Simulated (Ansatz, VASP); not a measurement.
## SrCl2 in VASP and in Ansatz

File POSCAR:

```
SrCl2
1.0
    0.0000000000      3.4292724257      3.6007360470
    3.4292724257      0.0000000000      3.6007360470
    3.4292724257      3.4292724257      0.0000000000
Sr Cl
1 2
Direct
    0.0000000000      0.0000000000      0.0000000000
    0.2500000000      0.2500000000      0.2500000000
    0.7500000000      0.7500000000      0.7500000000
```

INCAR.step1

```
SYSTEM = SrCl2
ALGO = Normal ; EDIFF = 1E-4
ENCUT = 520 ; GGA = PE
ISMEAR = 0 ; LASPH = .True.
LCHARG = .False. ; LREAL = .False.
LWAVE = .True. ; NBANDS = 19
NELM = 60 ; PREC = Accurate
SIGMA = 0.05
```

INCAR.step2

```
SYSTEM = SrCl2
ALGO = Normal ; EDIFF = 1E-6
ENCUT = 520 ; ISIF = 2
ISMEAR = 0 ; ISTART = 1
LASPH = .True. ; LCHARG = .False.
LMIXTAU = .True. ; LREAL = .False.
LWAVE = .False. ; METAGGA = R2SCAN
NBANDS = 19 ; NELM = 60
PREC = Accurate ; SIGMA = 0.05
```

File KPOINTS:

```
k-points
0
Gamma
  6 6 6
  0 0 0
```

Input for Ansatz:

```yaml
crystal:
  lattice:
    - [0.0, 3.4292724257, 3.600736047]
    - [3.4292724257, 0.0, 3.600736047]
    - [3.4292724257, 3.4292724257, 0.0]
  atoms:
    - { symbol: Sr, position: [0.0, 0.0, 0.0] }
    - { symbol: Cl, position: [0.25, 0.25, 0.25] }
    - { symbol: Cl, position: [0.75, 0.75, 0.75] }
basis:
  ecutwfc: 500
kpoints:
  mp_grid: { grid: [6, 6, 6] }
hamiltonian:
  xc: r2scan
scf:
  occupations: { method: gaussian, width: 0.05 }
output:
  forces: true
  stress: true
  eigenvalues: true
```

Alike in both runs: task single point; functional r2SCAN; k mesh 6 × 6 × 6; occupations gaussian, width 0.05 eV; no spin polarisation.

```csv
,VASP,Ansatz
version,VASP 6.6.1,Ansatz 0.2.0
potentials or method,"VASP PAW PBE potentials, release 64 (Sr_sv, Cl), cutoff 520 eV","scalar-relativistic, plane waves, PAW"
valence electrons in the cell,24,24
```

VASP gave:

| Quantity | Value |
| --- | --- |
| gap on the k mesh at the Fermi level (eV) | 5.75 |
| least direct gap on the mesh (eV) | 5.85 |
| pressure (GPa) | 0.5 |
| traceless stress, the component that is largest in VASP (GPa) | -1.77 |

Q: Estimate Ansatz's values.

A: gap on the k mesh at the Fermi level (eV): 5.75; least direct gap on the mesh (eV): 5.85; pressure (GPa): 0.4; traceless stress, the component that is largest in VASP (GPa): -1.78.

VASP's potentials were made for PBE, not for r2SCAN. The functional is the same, so the differences come from potentials, cutoffs and numerics.
